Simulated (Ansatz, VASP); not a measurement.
Os in VASP and in Ansatz

File INCAR:

```
ALGO     = Normal         # electronic algorithm
EDIFF    = 1E-6           # SCF threshold, eV
ENCUT    = 520            # plane-wave cutoff, eV
GGA      = PE             # functional
ISIF     = 2              # what is computed and relaxed
ISMEAR   = -1             # smearing method
LASPH    = True           # aspherical terms in the spheres
LCHARG   = False          # write CHGCAR
LREAL    = False          # projectors in reciprocal space
LWAVE    = False          # write WAVECAR
NBANDS   = 15             # bands
NELM     = 60             # most SCF steps
PREC     = Accurate       # precision mode
SIGMA    = 0.1            # smearing width, eV
```

Contents of KPOINTS:

```
k-points
0
Gamma
  19 19 11
```

POSCAR

```
Os
1.0
    2.7559294133      0.0000000000      0.0000000000
   -1.3779647066      2.3867048830      0.0000000000
    0.0000000000      0.0000000000      4.3426533301
Os
2
Direct
    0.3333333333      0.6666666667      0.2500000000
    0.6666666667      0.3333333333      0.7500000000
```

Input for Ansatz:

```yaml
crystal:
  lattice:
    - [2.7559294133, 0.0, 0.0]
    - [-1.3779647066, 2.386704883, 0.0]
    - [0.0, 0.0, 4.3426533301]
  atoms:
    - { symbol: Os, position: [0.3333333333, 0.6666666667, 0.25] }
    - { symbol: Os, position: [0.6666666667, 0.3333333333, 0.75] }
hamiltonian:
  xc: pbe
  pseudopotentials:
    kind: paw
    azcp:
      Os: "pseudopotentials/Os.paw.azcp"
basis:
  ecutwfc: 420
  fft_grid_basis: typed
kpoints:
  mp_grid: { grid: [19, 19, 11], shift: [0, 0, 0] }
magnetization:
  spin_polarized: false
scf:
  occupations: { method: fermi_dirac, width: 0.1 }
  lower_state_search: "off"
output:
  stress: true
```

Alike in both runs: task single point; functional PBE; k mesh 19 × 19 × 11; occupations fermi-dirac, width 0.1 eV; no spin polarisation.

|  | VASP | Ansatz |
| --- | --- | --- |
| version | VASP 6.6.1 | Ansatz 0.2.0 |
| potentials or method | VASP PAW PBE potentials, release 64 (Os), cutoff 520 eV | plane waves (420 eV) with PAW, scalar-relativistic |
| valence electrons in the cell | 16 | 32 |

Ansatz gave:

- pressure (GPa): 0.0
- traceless stress, the component that is largest in VASP (GPa): 0.45

Task: What did VASP give for the same quantities?

Result: Pressure (GPa): -0.2; traceless stress, the component that is largest in VASP (GPa): 0.36.

VASP's potentials hold 16 valence electrons a cell and Ansatz's 32, so a difference there can come from the potentials and not from the codes.

Spin-orbit coupling is off throughout.
